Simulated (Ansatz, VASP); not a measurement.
**One calculation of PbS, two programs**

```
Pb S
1.0
     0.00000    3.11325    2.96500
     3.11325    0.00000    2.96500
     3.11325    3.11325    0.00000
Pb S
1 1
Direct
  0.00000 0.00000 0.00000
  0.50000 0.50000 0.50000
```

Change from the starting cell: strain +0.050 along x and y, +0.000 along z, atoms carried along.

Alike in both runs: task single point; functional r2SCAN; k mesh 8 × 8 × 8; occupations gaussian, width 0.05 eV; no spin polarisation.

```csv
,VASP,Ansatz
version,VASP 6.6.1,Ansatz 0.2.0
potentials or method,"VASP PAW PBE potentials, release 64 (Pb_d, S), cutoff 550 eV","scalar-relativistic, plane waves, PAW"
valence electrons in the cell,20,20
```

VASP gave:

```
gap on the k mesh at the Fermi level (eV)                     : 0.88
least direct gap on the mesh (eV)                             : 0.88
pressure (GPa)                                                : -3.4
traceless stress, the component that is largest in VASP (GPa) : 2.97
```

Q: What did Ansatz give for the same quantities?

A: gap on the k mesh at the Fermi level (eV): 0.88; least direct gap on the mesh (eV): 0.88; pressure (GPa): -3.4; traceless stress, the component that is largest in VASP (GPa): 2.95.

VASP's potentials were made for PBE, not for r2SCAN.

Neither program's run includes spin-orbit coupling.
